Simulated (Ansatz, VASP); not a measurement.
One calculation of Si2W, two programs

INCAR

```
SYSTEM = Si2W
PREC     = Accurate       ! precision mode
ENCUT    = 520            ! plane-wave cutoff, eV
EDIFF    = 1E-8           ! SCF threshold, eV
ISMEAR   = -1             ! smearing method
SIGMA    = 0.05           ! smearing width, eV
LREAL    = .FALSE.        ! projectors in reciprocal space
LASPH    = .TRUE.         ! aspherical terms in the spheres
NELM     = 80             ! most SCF steps
ALGO     = Normal         ! electronic algorithm
ISIF     = 2              ! what is computed and relaxed
LWAVE    = .FALSE.        ! write WAVECAR
LCHARG   = .FALSE.        ! write CHGCAR
GGA      = CA             ! functional
LEFG     = .TRUE.       
NBANDS   = 18             ! bands
```

Contents of KPOINTS:

```
regular mesh
0
G
  11 11 14
  0 0 0
```

File POSCAR:

```
Si2W
1.0
   -1.5782700000      1.6176700000      3.9400000000
    1.6176700000     -1.5782700000      3.9400000000
    1.5943300000      1.5943300000     -3.9239400000
Si W
2 1
Direct
    0.3330000000      0.3330000000      0.0000000000
    0.6670000000      0.6670000000      0.0000000000
    0.0000000000      0.0000000000      0.0000000000
```

Input for Ansatz:

```yaml
crystal:
  lattice:
    - [-1.57827, 1.61767, 3.94]
    - [1.61767, -1.57827, 3.94]
    - [1.59433, 1.59433, -3.92394]
  atoms:
    - { symbol: Si, position: [0.333, 0.333, 0.0] }
    - { symbol: Si, position: [0.667, 0.667, 0.0] }
    - { symbol: W, position: [0.0, 0.0, 0.0] }
kpoints:
  mp_grid: { grid: [11, 11, 14] }
scf:
  occupations: { method: fermi_dirac, width: 0.05 }
hamiltonian:
  xc: lda
  pseudopotentials: { kind: all_electron, datasets: crystal }
output:
  forces: true
  stress: true
  eigenvalues: true
  efg: { contact_densities: true }
```

Change from the starting cell: equal xy, yz and zx shear strains of +1 %, crystal datasets.

Alike in both runs: task electric field gradients; functional LDA; k mesh 11 × 11 × 14; occupations fermi-dirac, width 0.05 eV; no spin polarisation.

```csv
,VASP,Ansatz
version,VASP 6.6.1,Ansatz 0.2.0
potentials or method,"VASP PAW LDA potentials, release 64 (Si, W_sv), cutoff 520 eV","all-electron PAW with datasets made for the crystal, scalar-relativistic"
```

```tsv
	VASP	Ansatz	Ansatz less VASP
pressure (GPa)	-6.5	-7.2	-0.75
traceless stress, the component that is largest in VASP (GPa)	-2.09	-2.16	-0.067
rms of the force components (eV/Å)	0.149	0.156	+0.0066
size of Vzz on the site where it differs most (V/Å²)	130.4	149.3	+18.91
```

LDA's correlation is that of Perdew and Zunger in VASP and of Perdew and Wang (1992) in Ansatz. Atom by atom the forces differ by 0.007 eV/Å (rms over components). Ansatz ran all-electron here, and VASP with PAW potentials.

Neither program's run includes spin-orbit coupling.
